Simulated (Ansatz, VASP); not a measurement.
# One calculation of Cu, two programs

```
Cu
1.0
     0.00000    1.78903    1.78903
     1.78903    0.00000    1.78903
     1.78903    1.78903    0.00000
Cu
1
Direct
  0.00000 0.00000 0.00000
```

Alike in both runs: task single point; functional PBE; k mesh 12 × 12 × 12; occupations fermi-dirac, width 0.02 eV; no spin polarisation.

|  | VASP | Ansatz |
| --- | --- | --- |
| version | VASP 6.6.1 | Ansatz 0.2.0 |
| potentials or method | VASP PAW PBE potentials, release 64 (Cu) | plane waves, PAW |
| plane-wave cutoff (eV) | 520 | 420 |
| valence electrons in the cell | 11 | 19 |

|  | VASP | Ansatz | Ansatz less VASP |
| --- | --- | --- | --- |
| pressure (GPa) | 7.2 | 6.6 | -0.53 |

VASP's potentials hold 11 valence electrons a cell and Ansatz's 19, so a difference there can come from the potentials and not from the codes.
